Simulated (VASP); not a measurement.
# Zn (P6_3/mmc) in VASP: further runs

The runs below take Zn through single point, with LDA.

All numbers are computed with VASP 6.6.1; they aren't measurements. Logs are shortened: lines on timing, memory, paths and dates and some standing lists are left out, and cuts for length are marked.

### Step 1. The cell of the first run

It takes space group P6_3/mmc (No. 194, hexagonal). Conventional cell: a = 2.670 Å, b = 2.670 Å, c = 4.966 Å, α = 90.00°, β = 90.00°, γ = 120.00°. Zn (site symmetry -6m2) has 12 Zn at 2.67 to 2.92 Å within 3.5 Å.

### Step 2. Single point, LDA

File INCAR:

```
PREC = Accurate
ENCUT = 520
EDIFF = 1E-6
ISMEAR = -1
SIGMA = 0.05
LREAL = F
LASPH = T
NELM = 80
ALGO = Fast
ISIF = 2
LWAVE = F
LCHARG = F
GGA = CA
NBANDS = 19
```

File KPOINTS:

```
Automatic mesh
0
Gamma
  11 11 6
```

File POSCAR:

```
Zn
1.0
    2.6700000000      0.0000000000      0.0000000000
   -1.3350000000      2.3122878281      0.0000000000
    0.0000000000      0.0000000000      4.9660000000
Zn
2
Direct
    0.6666666667      0.3333333333      0.7500000000
    0.3333333333      0.6666666667      0.2500000000
```

Potentials or basis: VASP PAW LDA potentials, release 64 (Zn).

Run with:

```
$ cat potpaw_LDA.64/Zn/POTCAR > POTCAR
$ mpirun -np 1 vasp_std > vasp.out
```

OUTCAR:

```text
PREC = Accurate
   ENCUT = 520
   EDIFF = 1E-6
   ISMEAR = -1
   LREAL = F
   LASPH = T
   NELM = 80
   ISIF = 2
   GGA = CA

 ion  position               nearest neighbor table
   1  0.667  0.333  0.750-   2 2.92   2 2.92   2 2.92   2 2.92   2 2.92   2 2.92
   2  0.333  0.667  0.250-   1 2.92   1 2.92   1 2.92   1 2.92   1 2.92   1 2.92

  LATTYP: Found a hexagonal cell.
 ALAT       =     2.6700000000
 C/A-ratio  =     1.8599250936

  Lattice vectors:

 A1 = (   2.6700000000,   0.0000000000,   0.0000000000)
 A2 = (  -1.3350000000,   2.3122878281,   0.0000000000)
 A3 = (   0.0000000000,   0.0000000000,   4.9660000000)

Analysis of symmetry for initial positions (statically):
=====================================================================
 Subroutine PRICEL returns:
 Original cell was already a primitive cell.

 Routine SETGRP: Setting up the symmetry group for a
 hexagonal supercell.

 Subroutine GETGRP returns: Found 24 space group operations
 (whereof 12 operations were pure point group operations)
 out of a pool of 24 trial point group operations.

The static configuration has the point symmetry D_3d.
 The point group associated with its full space group is D_6h.

Analysis of symmetry for dynamics (positions and initial velocities):
=====================================================================
 Subroutine PRICEL returns:
 Original cell was already a primitive cell.

 Routine SETGRP: Setting up the symmetry group for a
 hexagonal supercell.

 Subroutine GETGRP returns: Found 24 space group operations
 (whereof 12 operations were pure point group operations)
 out of a pool of 24 trial point group operations.

The dynamic configuration has the point symmetry D_3d.
 The point group associated with its full space group is D_6h.

 Subroutine INISYM returns: Found 24 space group operations
 (whereof 12 operations are pure point group operations),
 and found     1 'primitive' translations

----------------------------------------------------------------------------------------

                                     Primitive cell

  volume of cell :      30.6591

  direct lattice vectors                    reciprocal lattice vectors
     2.670000000  0.000000000  0.000000000     0.374531835  0.216236056  0.000000000
    -1.335000000  2.312287828  0.000000000     0.000000000  0.432472112  0.000000000
[... 75 lines left out ...]
 SYSTEM =  unknown system
   PREC   = accura    normal or accurate (medium, high low for compatibility)
   ISTART =      0    job   : 0-new  1-cont  2-samecut
   ICHARG =      2    charge: 1-file 2-atom 10-const
   ISPIN  =      1    spin polarized calculation?
   LNONCOLLINEAR =      F non collinear calculations
   LSORBIT =      F    spin-orbit coupling
   LASPH  =      T    aspherical Exc in radial PAW
   ENCUT  =  520.0 eV  38.22 Ry    6.18 a.u.   4.96  4.96  9.23*2*pi/ulx,y,z
   NELM   =     80;   NELMIN=  2; NELMDL= -5     # of ELM steps
   EDIFF  = 0.1E-05   stopping-criterion for ELM
   LREAL  =      F    real-space projection
   EDIFFG = 0.1E-04   stopping-criterion for IOM
   NSW    =      0    number of steps for IOM
   IBRION =     -1    ionic relax: 0-MD 1-quasi-New 2-CG
   NFREE  =      0    steps in history (QN), initial steepest desc. (CG)
   ISIF   =      2    stress and relaxation
   ISYM   =      2    0-nonsym 1-usesym 2-fastsym
   POTIM  = 0.5000    time-step for ionic-motion
   TEBEG  =    0.0;   TEEND  =   0.0 temperature during run
   PSTRESS=    0.0 pullay stress
   NELECT =      24.0000    total number of electrons
   NUPDOWN=      -1.0000    fix difference up-down
   EMIN   =  10.00;   EMAX   =-10.00  energy-range for DOS
   EFERMI =   0.00;   METHOD = LEGACY
   ISMEAR =    -1;   SIGMA  =   0.05  broadening in eV -4-tet -1-fermi 0-gaus
   EFERMI_NEDOS =   21; number of points for ismear=-14 and -15
   IALGO  =     68    algorithm
   IMIX   =      4    mixing-type and parameters
     AMIX     =   0.40;   BMIX     =  1.00
     AMIX_MAG =   1.60;   BMIX_MAG =  1.00
  volume/ion in A,a.u.               =      15.33       103.45
  Fermi-wavevector in a.u.,A,eV,Ry     =   1.508778  2.851177 30.972445  2.276410
  Thomas-Fermi vector in A             =   2.619187
   LORBIT       =      0    0 simple, 1 ext, 2 COOP (PROOUT), +10 PAW based schemes
   GGA     = CA    functional components
   LHFCALC =     F    Hartree Fock is set to
   AEXX    =    0.0000 exact exchange contribution
   IVDW    =     0    specifies the selected vdW correction
   LEPSILON=     F    determine dielectric tensor
   LRPA    =     F    only Hartree local field effects (RPA)
 non-spin polarized calculation
 RMM-DIIS sequential band-by-band and
  energy-cutoff  :      520.00
  volume of cell :       30.66
 maximum number of plane-waves:       846
 NGX is ok and might be reduce to    20
   NGX =  9   NGY =  9   NGZ = 19

 number of electron      24.0000011 magnetization

 Free energy of the ion-electron system (eV)
  ---------------------------------------------------
  ext. energy  EPLUGINS =         0.00000000
  ---------------------------------------------------
  free energy    TOTEN  =        -3.64075014 eV

  energy without entropy =       -3.63614480  energy(sigma->0) =       -3.63844747

 E-fermi :   2.6858     XC(G=0): -11.8435

 val. band max:        2.6429715537   @ k =   0.3636   0.2727   0.3333
 cond. band min:       2.6992163386   @ k =   0.3636   0.2727   0.3333
 fundamental gap:      0.0562447848
 Fermi energy:         2.6857533525

 k-point     1 :       0.0000    0.0000    0.0000
  band No.  band energies     occupation
      1      -7.5206      2.00000
      2      -5.8197      2.00000
      3      -5.1469      2.00000
      4      -4.9155      2.00000
      5      -4.9155      2.00000
      6      -4.8671      2.00000
[... 505 lines left out ...]
      6      -4.8655      2.00000
[... 11 lines left out ...]
     18      17.2685      0.00000
     19      19.4919      0.00000

 [... further k-points ...]
[... 5 lines left out ...]
  --------------------------------------------------------------------------------------
  -------------------------------------------------------------------------------------
  Total       -1.7187683     -1.7187683     -1.4455592     -0.0000000      0.0000000      0.0000000
  in kB      -89.8189630    -89.8189630    -75.5416733     -0.0000000      0.0000000      0.0000000
  external PRESSURE =     -85.0598665 kB  Pullay stress =       0.0000000 kB

 VOLUME and BASIS-vectors are now :
 -----------------------------------------------------------------------------
  energy-cutoff  :      520.00
  volume of cell :       30.66
      direct lattice vectors                 reciprocal lattice vectors
     2.670000000  0.000000000  0.000000000     0.374531835  0.216236056  0.000000000
    -1.335000000  2.312287828  0.000000000     0.000000000  0.432472112  0.000000000
     0.000000000  0.000000000  4.966000000     0.000000000  0.000000000  0.201369311

 POSITION                                       TOTAL-FORCE (eV/Angst)
 -----------------------------------------------------------------------------------
      1.33500      0.77076      3.72450        -0.000000      0.000000      0.000000
     -0.00000      1.54153      1.24150         0.000000     -0.000000      0.000000
 -----------------------------------------------------------------------------------
    total drift:                               -0.000000      0.000000      0.000000

  FREE ENERGIE OF THE ION-ELECTRON SYSTEM (eV)
  ---------------------------------------------------
  free  energy   TOTEN  =        -3.6407501403 eV

  energy  without entropy=       -3.6361447968  energy(sigma->0) =       -3.63844747
```

stdout:

```text
POSCAR found type information on POSCAR Zn
 POSCAR found :  1 types and       2 ions
 scaLAPACK will be used
 LDA part: xc-table for (Slater(with rela. corr.)+CA(PZ))
 , standard interpolation
 POSCAR, INCAR and KPOINTS ok, starting setup
 FFT: planning ... GRIDC
 FFT: planning ... GRID_SOFT
 FFT: planning ... GRID
 WAVECAR not read
 entering main loop
```

Run time: 40 s. Hardware: 1 thread of Intel Xeon 8259CL, shared host; peak memory 0.15 GiB.

What came out:

```yaml
Free_energy: -3.6408 eV
Pressure: -8.5 GPa
Band_gap_on_the_k_mesh: zero (band 12 reaches 4.53 eV, above the bottom of band 13 at -0.30 eV)
```

### Step 3. Single point, LDA (volume scaled by 1.02)

File INCAR:

```
ALGO = Normal
EDIFF = 1E-6
ENCUT = 520
GGA = CA
ISIF = 2
ISMEAR = -1
LASPH = True
LCHARG = False
LREAL = False
LWAVE = False
NBANDS = 19
NELM = 80
PREC = Accurate
SIGMA = 0.05
```

File KPOINTS:

```
k-points
0
Gamma
  11 11 6
```

File POSCAR:

```
Zn
1.0
    2.6876826345      0.0000000000      0.0000000000
   -1.3438413173      2.3276014388      0.0000000000
    0.0000000000      0.0000000000      4.9988883757
Zn
2
Direct
    0.6666666667      0.3333333333      0.7500000000
    0.3333333333      0.6666666667      0.2500000000
```

Potentials or basis: VASP PAW LDA potentials, release 64 (Zn).

Run with:

```
$ cat potpaw_LDA.64/Zn/POTCAR > POTCAR
$ mpirun -np 1 vasp_std > vasp.out
```

OUTCAR:

```text
EDIFF = 1E-6
   ENCUT = 520
   GGA = CA
   ISIF = 2
   ISMEAR = -1
   LASPH = True
   LREAL = False
   NELM = 80
   PREC = Accurate

 ion  position               nearest neighbor table
   1  0.667  0.333  0.750-   2 2.94   2 2.94   2 2.94   2 2.94   2 2.94   2 2.94
   2  0.333  0.667  0.250-   1 2.94   1 2.94   1 2.94   1 2.94   1 2.94   1 2.94

  LATTYP: Found a hexagonal cell.
 ALAT       =     2.6876826345
 C/A-ratio  =     1.8599250937

  Lattice vectors:

 A1 = (   2.6876826345,   0.0000000000,   0.0000000000)
 A2 = (  -1.3438413173,   2.3276014388,   0.0000000000)
 A3 = (   0.0000000000,   0.0000000000,   4.9988883757)

Analysis of symmetry for initial positions (statically):
=====================================================================
 Subroutine PRICEL returns:
 Original cell was already a primitive cell.

 Routine SETGRP: Setting up the symmetry group for a
 hexagonal supercell.

 Subroutine GETGRP returns: Found 24 space group operations
 (whereof 12 operations were pure point group operations)
 out of a pool of 24 trial point group operations.

The static configuration has the point symmetry D_3d.
 The point group associated with its full space group is D_6h.

Analysis of symmetry for dynamics (positions and initial velocities):
=====================================================================
 Subroutine PRICEL returns:
 Original cell was already a primitive cell.

 Routine SETGRP: Setting up the symmetry group for a
 hexagonal supercell.

 Subroutine GETGRP returns: Found 24 space group operations
 (whereof 12 operations were pure point group operations)
 out of a pool of 24 trial point group operations.

The dynamic configuration has the point symmetry D_3d.
 The point group associated with its full space group is D_6h.

 Subroutine INISYM returns: Found 24 space group operations
[... 105 lines left out ...]
   POTIM  = 0.5000    time-step for ionic-motion
   TEBEG  =    0.0;   TEEND  =   0.0 temperature during run
   PSTRESS=    0.0 pullay stress
   NELECT =      24.0000    total number of electrons
   NUPDOWN=      -1.0000    fix difference up-down
   EMIN   =  10.00;   EMAX   =-10.00  energy-range for DOS
   EFERMI =   0.00;   METHOD = LEGACY
   ISMEAR =    -1;   SIGMA  =   0.05  broadening in eV -4-tet -1-fermi 0-gaus
   EFERMI_NEDOS =   21; number of points for ismear=-14 and -15
   IALGO  =     38    algorithm
   IMIX   =      4    mixing-type and parameters
     AMIX     =   0.40;   BMIX     =  1.00
     AMIX_MAG =   1.60;   BMIX_MAG =  1.00
  volume/ion in A,a.u.               =      15.64       105.52
  Fermi-wavevector in a.u.,A,eV,Ry     =   1.498851  2.832418 30.566242  2.246555
  Thomas-Fermi vector in A             =   2.610557
   LORBIT       =      0    0 simple, 1 ext, 2 COOP (PROOUT), +10 PAW based schemes
   GGA     = CA    functional components
   LHFCALC =     F    Hartree Fock is set to
   AEXX    =    0.0000 exact exchange contribution
   IVDW    =     0    specifies the selected vdW correction
   LEPSILON=     F    determine dielectric tensor
   LRPA    =     F    only Hartree local field effects (RPA)
 non-spin polarized calculation
  energy-cutoff  :      520.00
  volume of cell :       31.27
 maximum number of plane-waves:       857
 NGX is ok and might be reduce to    20
   NGX =  9   NGY =  9   NGZ = 19

 number of electron      24.0000003 magnetization

 Free energy of the ion-electron system (eV)
  ---------------------------------------------------
  ext. energy  EPLUGINS =         0.00000000
  ---------------------------------------------------
  free energy    TOTEN  =        -3.60571604 eV

  energy without entropy =       -3.60113097  energy(sigma->0) =       -3.60342351

 E-fermi :   2.5510     XC(G=0): -11.7393

 val. band max:        2.4961835577   @ k =   0.3636   0.2727   0.3333
 cond. band min:       2.5742300592   @ k =   0.3636   0.2727   0.3333
 fundamental gap:      0.0780465015
 Fermi energy:         2.5509526126

 k-point     1 :       0.0000    0.0000    0.0000
  band No.  band energies     occupation
      1      -7.5061      2.00000
      2      -5.8723      2.00000
      3      -5.2291      2.00000
      4      -5.0066      2.00000
      5      -5.0066      2.00000
      6      -4.9601      2.00000
[... 505 lines left out ...]
      6      -4.9561      2.00000
[... 11 lines left out ...]
     18      16.9291      0.00000
     19      19.1595      0.00000

 [... further k-points ...]
[... 5 lines left out ...]
  --------------------------------------------------------------------------------------
  -------------------------------------------------------------------------------------
  Total       -2.0129605     -2.0129605     -1.6386904      0.0000000     -0.0000000      0.0000000
  in kB     -103.1301834   -103.1301834    -83.9551688      0.0000000     -0.0000000      0.0000000
  external PRESSURE =     -96.7385119 kB  Pullay stress =       0.0000000 kB

 VOLUME and BASIS-vectors are now :
 -----------------------------------------------------------------------------
  energy-cutoff  :      520.00
  volume of cell :       31.27
      direct lattice vectors                 reciprocal lattice vectors
     2.687682634  0.000000000  0.000000000     0.372067739  0.214813409  0.000000000
    -1.343841317  2.327601439  0.000000000     0.000000000  0.429626818  0.000000000
     0.000000000  0.000000000  4.998888376     0.000000000  0.000000000  0.200044475

 POSITION                                       TOTAL-FORCE (eV/Angst)
 -----------------------------------------------------------------------------------
      1.34384      0.77587      3.74917        -0.000000      0.000000      0.000000
     -0.00000      1.55173      1.24972         0.000000     -0.000000      0.000000
 -----------------------------------------------------------------------------------
    total drift:                               -0.000000      0.000000      0.000000

  FREE ENERGIE OF THE ION-ELECTRON SYSTEM (eV)
  ---------------------------------------------------
  free  energy   TOTEN  =        -3.6057160436 eV

  energy  without entropy=       -3.6011309710  energy(sigma->0) =       -3.60342351
```

Wall time 36 s (1 thread of Intel Xeon 8259CL, shared host); peak memory 0.15 GiB.

What came out:

```yaml
Free_energy: -3.6057 eV
Pressure: -9.7 GPa
Band_gap_on_the_k_mesh: zero (band 12 reaches 4.38 eV, above the bottom of band 13 at -0.46 eV)
```

Levels at points of the mesh, in eV from the Fermi level:
```tsv
k point	band 8	band 9	band 10	band 11	band 12	band 13	band 14	band 15	band 16	band 17
(0.00, 0.00, 0.00)	-7.20	-7.20	-7.00	-7.00	-3.34	-3.01	13.34	17.08	17.08	17.09
(0.00, 0.00, 0.50)	-7.45	-7.08	-7.08	-7.08	-7.08	4.58	4.58	18.30	18.30	18.30
```
